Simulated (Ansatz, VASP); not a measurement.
# AgCl in VASP and in Ansatz

```
CELL_PARAMETERS angstrom
3.41882 0.06144 0.06144
0.06144 3.41882 0.06144
0.06144 0.06144 3.41882
ATOMIC_POSITIONS crystal
Ag 0.00000 0.00000 0.00000
Cl 0.50000 0.50000 0.50000
```

Alike in both runs: task single point; functional PBEsol; k mesh 12 × 12 × 12; occupations gaussian, width 0.05 eV; no spin polarisation.

|  | VASP | Ansatz |
| --- | --- | --- |
| version | VASP 6.6.1 | Ansatz 0.2.0 |
| potentials or method | VASP PAW PBE potentials, release 64 (Ag, Cl), cutoff 520 eV | scalar-relativistic, plane waves, PAW |
| valence electrons in the cell | 18 | 26 |

```csv
,VASP,Ansatz,Ansatz less VASP
gap on the k mesh at the Fermi level (eV),0.33,0.33,0.000
least direct gap on the mesh (eV),1.85,1.85,-0.001
pressure (GPa),-4.1,-4.0,+0.10
"traceless stress, the component that is largest in VASP (GPa)",0.52,0.51,-0.003
```

VASP's potentials were made for PBE, not for PBEsol. With one functional, cell and mesh, what is left measures potentials, basis and numerics. VASP's potentials hold 18 valence electrons a cell and Ansatz's 26, so a difference there can come from the potentials and not from the codes.
